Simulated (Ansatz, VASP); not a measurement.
## Si: VASP beside Ansatz

Contents of POSCAR:

```
Si
1.0
   -1.6025112060      1.6025112060      1.3005249022
    1.6025112060     -1.6025112060      1.3005249022
    1.6025112060      1.6025112060     -1.3005249022
Si
1
Direct
    0.0000000000      0.0000000000      0.0000000000
```

INCAR.step1

```
SYSTEM = Si
  PREC = Accurate
  ENCUT = 520
  ISMEAR = 0
  SIGMA = 0.15
  LREAL = .FALSE.
  LASPH = .TRUE.
  NELM = 80
  NBANDS = 8
  GGA = PE
  ALGO = Normal
  EDIFF = 1E-4
  LWAVE = .TRUE.
  LCHARG = .FALSE.
```

The input INCAR.step2:

```
SYSTEM = Si
  PREC = Accurate
  ENCUT = 520
  EDIFF = 1E-7
  ISMEAR = 0
  SIGMA = 0.15
  LREAL = .FALSE.
  LASPH = .TRUE.
  NELM = 80
  ALGO = Normal
  ISIF = 2
  LWAVE = .FALSE.
  LCHARG = .FALSE.
  METAGGA = R2SCAN
  LMIXTAU = .TRUE.
  NBANDS = 8
  ISTART = 1
```

File KPOINTS:

```
Automatic mesh
0
G
  22 22 22
  0 0 0
```

Input for Ansatz:

```yaml
crystal:
  lattice:
    - [-1.602511206, 1.602511206, 1.3005249022]
    - [1.602511206, -1.602511206, 1.3005249022]
    - [1.602511206, 1.602511206, -1.3005249022]
  atoms:
    - { symbol: Si, position: [0.0, 0.0, 0.0] }
basis:
  ecutwfc: 500
kpoints:
  mp_grid: { grid: [22, 22, 22] }
hamiltonian:
  xc: r2scan
scf:
  occupations: { method: gaussian, width: 0.15 }
output:
  forces: true
  stress: true
  eigenvalues: true
```

Change from the starting cell: strain -0.015 along x and y, -0.015 along z, atoms carried along.

Alike in both runs: task single point; functional r2SCAN; k mesh 22 × 22 × 22; occupations gaussian, width 0.15 eV; no spin polarisation.

|  | VASP | Ansatz |
| --- | --- | --- |
| version | VASP 6.6.1 | Ansatz 0.2.0 |
| potentials or method | VASP PAW PBE potentials, release 64 (Si), cutoff 520 eV | scalar-relativistic, plane waves, PAW |
| valence electrons in the cell | 4 | 4 |

|  | VASP | Ansatz | Ansatz less VASP |
| --- | --- | --- | --- |
| gap on the k mesh at the Fermi level (eV) | none | none | - |
| pressure (GPa) | 4.8 | 4.7 | -0.05 |
| traceless stress, the component that is largest in VASP (GPa) | -1.32 | -1.29 | +0.039 |

VASP's potentials were made for PBE, not for r2SCAN. A gap of «none» marks a metal or a gap that the smearing closes. With one functional, cell and mesh, what is left measures potentials, basis and numerics.
